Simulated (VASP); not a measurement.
# ZnSe (zinc blende type) (F-43m) in VASP: a series of runs

Aim: see how the results for ZnSe (zinc blende type) move with the level of theory and the settings. Levels: PBE, HSE06. Tasks: single point.

Everything below comes from runs of VASP 6.6.1. Logs are shortened: lines on timing, memory, paths and dates and some standing lists are left out, and cuts for length are marked.

### 1 The cell of the first run

It takes space group F-43m (No. 216, cubic). Conventional cell: a = 5.740 Å, b = 5.740 Å, c = 5.740 Å, α = 90.00°, β = 90.00°, γ = 90.00°. Zn (site symmetry -43m) has 4 Se at 2.49 Å within 3.3 Å. Within 3.3 Å of Se (site symmetry -43m) lie 4 Zn at 2.49 Å.

### 2 Single point, PBE

Input file INCAR:

```
SYSTEM = ZnSe
PREC = Accurate
ENCUT = 520
EDIFF = 1E-6
ISMEAR = -1
SIGMA = 0.02
LREAL = .FALSE.
LASPH = .TRUE.
NELM = 80
ALGO = Normal
ISIF = 2
LWAVE = .FALSE.
LCHARG = .FALSE.
GGA = PE
NBANDS = 16
```

Input file KPOINTS:

```
Automatic mesh
0
G
  6 6 6
  0 0 0
```

Input file POSCAR:

```
ZnSe
1.0
    0.0000000000      2.8700000000      2.8700000000
    2.8700000000      0.0000000000      2.8700000000
    2.8700000000      2.8700000000      0.0000000000
Zn Se
1 1
Direct
    0.0000000000      0.0000000000      0.0000000000
    0.2500000000      0.2500000000      0.2500000000
```

Potentials or basis: VASP PAW PBE potentials, release 64 (Zn, Se).

Started as:

```sh
$ cat potpaw_PBE.64/Zn/POTCAR potpaw_PBE.64/Se/POTCAR > POTCAR
$ mpirun -np 1 vasp_std > vasp.out
```

OUTCAR:

```text
SYSTEM = ZnSe
   PREC = Accurate
   ENCUT = 520
   EDIFF = 1E-6
   ISMEAR = -1
   LREAL = .FALSE.
   LASPH = .TRUE.
   NELM = 80
   ISIF = 2
   GGA = PE

 ion  position               nearest neighbor table
   1  0.000  0.000  0.000-   2 2.49   2 2.49   2 2.49   2 2.49
   2  0.250  0.250  0.250-   1 2.49   1 2.49   1 2.49   1 2.49

  LATTYP: Found a face centered cubic cell.
 ALAT       =     5.7400000000

  Lattice vectors:

 A1 = (   0.0000000000,   2.8700000000,   2.8700000000)
 A2 = (   2.8700000000,   0.0000000000,   2.8700000000)
 A3 = (   2.8700000000,   2.8700000000,   0.0000000000)

Analysis of symmetry for initial positions (statically):
=====================================================================
 Subroutine PRICEL returns:
 Original cell was already a primitive cell.

 Routine SETGRP: Setting up the symmetry group for a
 face centered cubic supercell.

 Subroutine GETGRP returns: Found 24 space group operations
 (whereof 24 operations were pure point group operations)
 out of a pool of 48 trial point group operations.

The static configuration has the point symmetry T_d .

Analysis of symmetry for dynamics (positions and initial velocities):
=====================================================================
 Subroutine PRICEL returns:
 Original cell was already a primitive cell.

 Routine SETGRP: Setting up the symmetry group for a
 face centered cubic supercell.

 Subroutine GETGRP returns: Found 24 space group operations
 (whereof 24 operations were pure point group operations)
 out of a pool of 48 trial point group operations.

The dynamic configuration has the point symmetry T_d .

 Subroutine INISYM returns: Found 24 space group operations
 (whereof 24 operations are pure point group operations),
 and found     1 'primitive' translations

----------------------------------------------------------------------------------------

                                     Primitive cell

  volume of cell :      47.2798

  direct lattice vectors                    reciprocal lattice vectors
     0.000000000  2.870000000  2.870000000    -0.174216028  0.174216028  0.174216028
     2.870000000  0.000000000  2.870000000     0.174216028 -0.174216028  0.174216028
[... 69 lines left out ...]
   ICHARG =      2    charge: 1-file 2-atom 10-const
   ISPIN  =      1    spin polarized calculation?
   LNONCOLLINEAR =      F non collinear calculations
   LSORBIT =      F    spin-orbit coupling
   LASPH  =      T    aspherical Exc in radial PAW
   ENCUT  =  520.0 eV  38.22 Ry    6.18 a.u.   7.55  7.55  7.55*2*pi/ulx,y,z
   NELM   =     80;   NELMIN=  2; NELMDL= -5     # of ELM steps
   EDIFF  = 0.1E-05   stopping-criterion for ELM
   LREAL  =      F    real-space projection
   EDIFFG = 0.1E-04   stopping-criterion for IOM
   NSW    =      0    number of steps for IOM
   IBRION =     -1    ionic relax: 0-MD 1-quasi-New 2-CG
   NFREE  =      0    steps in history (QN), initial steepest desc. (CG)
   ISIF   =      2    stress and relaxation
   ISYM   =      2    0-nonsym 1-usesym 2-fastsym
   POTIM  = 0.5000    time-step for ionic-motion
   TEBEG  =    0.0;   TEEND  =   0.0 temperature during run
   PSTRESS=    0.0 pullay stress
   NELECT =      18.0000    total number of electrons
   NUPDOWN=      -1.0000    fix difference up-down
   EMIN   =  10.00;   EMAX   =-10.00  energy-range for DOS
   EFERMI =   0.00;   METHOD = LEGACY
   ISMEAR =    -1;   SIGMA  =   0.02  broadening in eV -4-tet -1-fermi 0-gaus
   EFERMI_NEDOS =   21; number of points for ismear=-14 and -15
   IALGO  =     38    algorithm
   IMIX   =      4    mixing-type and parameters
     AMIX     =   0.40;   BMIX     =  1.00
     AMIX_MAG =   1.60;   BMIX_MAG =  1.00
  volume/ion in A,a.u.               =      23.64       159.53
  Fermi-wavevector in a.u.,A,eV,Ry     =   1.186516  2.242191 19.154572  1.407821
  Thomas-Fermi vector in A             =   2.322687
   LORBIT       =      0    0 simple, 1 ext, 2 COOP (PROOUT), +10 PAW based schemes
   GGA     = PE    functional components
   LHFCALC =     F    Hartree Fock is set to
   AEXX    =    0.0000 exact exchange contribution
   IVDW    =     0    specifies the selected vdW correction
   LEPSILON=     F    determine dielectric tensor
   LRPA    =     F    only Hartree local field effects (RPA)
 non-spin polarized calculation
  energy-cutoff  :      520.00
  volume of cell :       47.28
 maximum number of plane-waves:      1303
   NGX = 15   NGY = 15   NGZ = 15

 number of electron      18.0000016 magnetization

 Free energy of the ion-electron system (eV)
  ---------------------------------------------------
  ext. energy  EPLUGINS =         0.00000000
  ---------------------------------------------------
  free energy    TOTEN  =        -6.02758396 eV

  energy without entropy =       -6.02758396  energy(sigma->0) =       -6.02758396

 E-fermi :   1.7166     XC(G=0):  -9.1473

 val. band max:        1.2975026279   @ k =   0.0000   0.0000   0.0000
 cond. band min:       2.4347555567   @ k =   0.0000   0.0000   0.0000
 fundamental gap:      1.1372529287
 Fermi energy:         1.7165533838

 k-point     1 :       0.0000    0.0000    0.0000
  band No.  band energies     occupation
      1     -11.7242      2.00000
      2      -5.1207      2.00000
      3      -5.1207      2.00000
      4      -5.1207      2.00000
      5      -4.7849      2.00000
      6      -4.7849      2.00000
[... 281 lines left out ...]
      3      -4.9247      2.00000
      4      -4.8556      2.00000
      5      -4.7712      2.00000
      6      -4.5390      2.00000
[... 8 lines left out ...]
     15      14.8463      0.00000
     16      15.2726      0.00000

------------------------ aborting loop because EDIFF is reached ----------------------------------------

  FORCE on cell =-STRESS in cart. coord.  units (eV):
  Direction    XX          YY          ZZ          XY          YZ          ZX
  --------------------------------------------------------------------------------------
  -------------------------------------------------------------------------------------
  Total        0.0052289      0.0052289      0.0052289      0.0000000     -0.0000000     -0.0000000
  in kB        0.1771921      0.1771921      0.1771921      0.0000000     -0.0000000     -0.0000000
  external PRESSURE =       0.1771921 kB  Pullay stress =       0.0000000 kB

 VOLUME and BASIS-vectors are now :
 -----------------------------------------------------------------------------
  energy-cutoff  :      520.00
  volume of cell :       47.28
      direct lattice vectors                 reciprocal lattice vectors
     0.000000000  2.870000000  2.870000000    -0.174216028  0.174216028  0.174216028
     2.870000000  0.000000000  2.870000000     0.174216028 -0.174216028  0.174216028
     2.870000000  2.870000000  0.000000000     0.174216028  0.174216028 -0.174216028

 POSITION                                       TOTAL-FORCE (eV/Angst)
 -----------------------------------------------------------------------------------
      0.00000      0.00000      0.00000         0.000000     -0.000000      0.000000
      1.43500      1.43500      1.43500        -0.000000      0.000000     -0.000000
 -----------------------------------------------------------------------------------
    total drift:                               -0.000001     -0.000001     -0.000001

  FREE ENERGIE OF THE ION-ELECTRON SYSTEM (eV)
  ---------------------------------------------------
  free  energy   TOTEN  =        -6.0275839609 eV

  energy  without entropy=       -6.0275839609  energy(sigma->0) =       -6.02758396
```

OSZICAR:

```text
N       E                     dE             d eps       ncg     rms          rms(c)
DAV:   1     0.911622382857E+02    0.91162E+02   -0.89496E+03   512   0.130E+03
DAV:   2    -0.788484862714E+00   -0.91951E+02   -0.87452E+02   584   0.253E+02
DAV:   3    -0.627249689719E+01   -0.54840E+01   -0.54656E+01   656   0.597E+01
DAV:   4    -0.631911363684E+01   -0.46617E-01   -0.46614E-01   616   0.607E+00
DAV:   5    -0.631934145515E+01   -0.22782E-03   -0.22782E-03   640   0.378E-01    0.444E+00
DAV:   6    -0.604566844955E+01    0.27367E+00   -0.53187E-01   728   0.230E+01    0.341E+00
DAV:   7    -0.602731531580E+01    0.18353E-01   -0.15076E-01   560   0.339E+00    0.146E+00
DAV:   8    -0.602720220214E+01    0.11311E-03   -0.41949E-03   656   0.602E-01    0.435E-01
DAV:   9    -0.602747751910E+01   -0.27532E-03   -0.10584E-03   584   0.244E-01    0.684E-02
DAV:  10    -0.602757929180E+01   -0.10177E-03   -0.15180E-04   624   0.937E-02    0.171E-02
DAV:  11    -0.602758260782E+01   -0.33160E-05   -0.28417E-05   592   0.425E-02    0.499E-03
DAV:  12    -0.602758385144E+01   -0.12436E-05   -0.36209E-06   664   0.127E-02    0.333E-03
DAV:  13    -0.602758396093E+01   -0.10949E-06   -0.66049E-07   464   0.635E-03
   1 F= -.60275840E+01 E0= -.60275840E+01  d E =-.969755E-11
```

It took 13 s on 1 thread of Intel Xeon 8259CL, shared host; peak memory 0.17 GiB.

What came out:

| Item | Value |
| --- | --- |
| Free energy | -6.0276 eV |
| Pressure | 0.0 GPa |
| Band gap on the k mesh | 1.14 eV |

### 3 Single point, PBE

Input file INCAR:

```
PREC = Accurate ; ENCUT = 520
EDIFF = 1E-6 ; ISMEAR = -1
SIGMA = 0.02 ; LREAL = F
LASPH = T ; NELM = 80
ALGO = Normal ; ISIF = 2
LWAVE = F ; LCHARG = F
GGA = PE ; NBANDS = 16
```

Input file KPOINTS:

```
regular mesh
0
Gamma
  6 6 6
```

POSCAR is that of step 2.

Potentials or basis: VASP PAW PBE potentials, release 64 (Zn, Se).

Started as:

```sh
$ cat potpaw_PBE.64/Zn/POTCAR potpaw_PBE.64/Se/POTCAR > POTCAR
$ mpirun -np 1 vasp_std > vasp.out
```

OUTCAR:

```text
PREC = Accurate
   ENCUT = 520
   EDIFF = 1E-6
   ISMEAR = -1
   LREAL = F
   LASPH = T
   NELM = 80
   ISIF = 2
   GGA = PE

 ion  position               nearest neighbor table
   1  0.000  0.000  0.000-   2 2.49   2 2.49   2 2.49   2 2.49
   2  0.250  0.250  0.250-   1 2.49   1 2.49   1 2.49   1 2.49

  LATTYP: Found a face centered cubic cell.
 ALAT       =     5.7400000000

  Lattice vectors:

[... 476 lines left out ...]
     15      14.8463      0.00000
     16      15.2726      0.00000

------------------------ aborting loop because EDIFF is reached ----------------------------------------

  FORCE on cell =-STRESS in cart. coord.  units (eV):
  Direction    XX          YY          ZZ          XY          YZ          ZX
  --------------------------------------------------------------------------------------
  -------------------------------------------------------------------------------------
  Total        0.0052289      0.0052289      0.0052289      0.0000000     -0.0000000     -0.0000000
  in kB        0.1771921      0.1771921      0.1771921      0.0000000     -0.0000000     -0.0000000
  external PRESSURE =       0.1771921 kB  Pullay stress =       0.0000000 kB

 VOLUME and BASIS-vectors are now :
 -----------------------------------------------------------------------------
  energy-cutoff  :      520.00
  volume of cell :       47.28
      direct lattice vectors                 reciprocal lattice vectors
     0.000000000  2.870000000  2.870000000    -0.174216028  0.174216028  0.174216028
     2.870000000  0.000000000  2.870000000     0.174216028 -0.174216028  0.174216028
     2.870000000  2.870000000  0.000000000     0.174216028  0.174216028 -0.174216028

 POSITION                                       TOTAL-FORCE (eV/Angst)
 -----------------------------------------------------------------------------------
      0.00000      0.00000      0.00000         0.000000     -0.000000      0.000000
      1.43500      1.43500      1.43500        -0.000000      0.000000     -0.000000
 -----------------------------------------------------------------------------------
    total drift:                               -0.000001     -0.000001     -0.000001

  FREE ENERGIE OF THE ION-ELECTRON SYSTEM (eV)
  ---------------------------------------------------
  free  energy   TOTEN  =        -6.0275839609 eV

  energy  without entropy=       -6.0275839609  energy(sigma->0) =       -6.02758396
```

OSZICAR:

```text
N       E                     dE             d eps       ncg     rms          rms(c)
DAV:   1     0.911622382857E+02    0.91162E+02   -0.89496E+03   512   0.130E+03
DAV:   2    -0.788484862714E+00   -0.91951E+02   -0.87452E+02   584   0.253E+02
DAV:   3    -0.627249689719E+01   -0.54840E+01   -0.54656E+01   656   0.597E+01
DAV:   4    -0.631911363684E+01   -0.46617E-01   -0.46614E-01   616   0.607E+00
DAV:   5    -0.631934145515E+01   -0.22782E-03   -0.22782E-03   640   0.378E-01    0.444E+00
DAV:   6    -0.604566844955E+01    0.27367E+00   -0.53187E-01   728   0.230E+01    0.341E+00
DAV:   7    -0.602731531580E+01    0.18353E-01   -0.15076E-01   560   0.339E+00    0.146E+00
DAV:   8    -0.602720220214E+01    0.11311E-03   -0.41949E-03   656   0.602E-01    0.435E-01
DAV:   9    -0.602747751910E+01   -0.27532E-03   -0.10584E-03   584   0.244E-01    0.684E-02
DAV:  10    -0.602757929180E+01   -0.10177E-03   -0.15180E-04   624   0.937E-02    0.171E-02
DAV:  11    -0.602758260782E+01   -0.33160E-05   -0.28417E-05   592   0.425E-02    0.499E-03
DAV:  12    -0.602758385144E+01   -0.12436E-05   -0.36209E-06   664   0.127E-02    0.333E-03
DAV:  13    -0.602758396093E+01   -0.10949E-06   -0.66049E-07   464   0.635E-03
   1 F= -.60275840E+01 E0= -.60275840E+01  d E =-.969755E-11
```

stdout:

```text
POSCAR found type information on POSCAR ZnSe
 POSCAR found :  2 types and       2 ions
 scaLAPACK will be used
 LDA part: xc-table for (Slater+PW92), standard interpolation
 POSCAR, INCAR and KPOINTS ok, starting setup
 FFT: planning ... GRIDC
 FFT: planning ... GRID_SOFT
 FFT: planning ... GRID
 WAVECAR not read
 entering main loop
```

Wall time 15 s (1 thread of Intel Xeon 8259CL, shared host); peak memory 0.17 GiB.

What came out:

```
Free energy            : -6.0276 eV
Pressure               : 0.0 GPa
Band gap on the k mesh : 1.14 eV
```

(Continued in part 2 of 2.)
